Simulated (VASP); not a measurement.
Write the native input for VASP 6.6.1 that does the following.

```yaml
Task: relaxation of cell and atoms
Functional: PBE
Potentials_or_basis: VASP PAW PBE potentials, release 64 (Si, B)
Cutoff: 500 eV
k_mesh: 5 × 5 × 4
Occupations: gaussian, width 0.2 eV
Spin: no spin polarisation
Dipole_correction: no
Further_INCAR_settings: ALGO = Normal; EDIFF = 1e-07; IBRION = 2; EDIFFG = -0.08; NSW = 36; ISIF = 3
```

The structure of Si2B3 lies in POSCAR:

```
Si2B3
1.0
    3.6195167300      0.0000000000      0.0000000000
   -1.8097583700      3.1345934400      0.0000000000
    0.0000000000      0.0000000000      4.4446353900
Si B
2 3
Direct
    0.6666666700      0.3333333300      0.5000000000
    0.3333333300      0.6666666700      0.0000000000
    0.0000000000      0.0000000000      0.7454000100
    0.0000000000      0.0000000000      0.2545999900
    0.6666666700      0.3333333300      0.0000000000
```

The cell was generated, and may not be a known phase.

These files were run (other wordings do the same):

INCAR

```
PREC = Accurate
ENCUT = 500
EDIFF = 1E-7
ISMEAR = 0
SIGMA = 0.2
LREAL = F
LASPH = T
NELM = 120
ALGO = Normal
ISIF = 3
LWAVE = F
LCHARG = F
GGA = PE
IBRION = 2
NSW = 36
EDIFFG = -0.08
GGA_COMPAT = F
NELMIN = 4
```

KPOINTS

```
regular mesh
0
Gamma
  5 5 4
```

Potentials or basis: VASP PAW PBE potentials, release 64 (Si, B).

Command:

```sh
$ cat potpaw_PBE.64/Si/POTCAR potpaw_PBE.64/B/POTCAR > POTCAR
$ mpirun -np 1 vasp_std > vasp.out
```

It gave:

The relaxed volume is 11.51 Å³/atom, the relaxed cell is a = 3.367 Å, b = 3.367 Å, c = 5.860 Å, α = 90.00°, β = 90.00°, γ = 120.00° and the space group after relaxing (to 0.1 Å) is P-6m2 (No. 187). The energy gained by relaxing is 385.2 meV/atom, the ionic steps are 27 and the pressure after relaxing is -0.5 GPa. The largest force after relaxing is 0.030 eV/Å. The band gap on the k mesh is zero (an odd number of electrons rules out a gap without spin polarisation).

Caveat: the k points lie up to 0.43 Å⁻¹ apart in the final cell, too coarse for converged energies and pressures of a metal; a cell axis changed by over 15 % at a fixed basis, so the end point is rough.

Run time: 3.2 min on 1 thread of Intel(R) Xeon(R) Platinum 8259CL CPU @ 2.50GHz (Skylake/Cascade Lake), with other jobs on the host, peak memory 0.16 GiB.
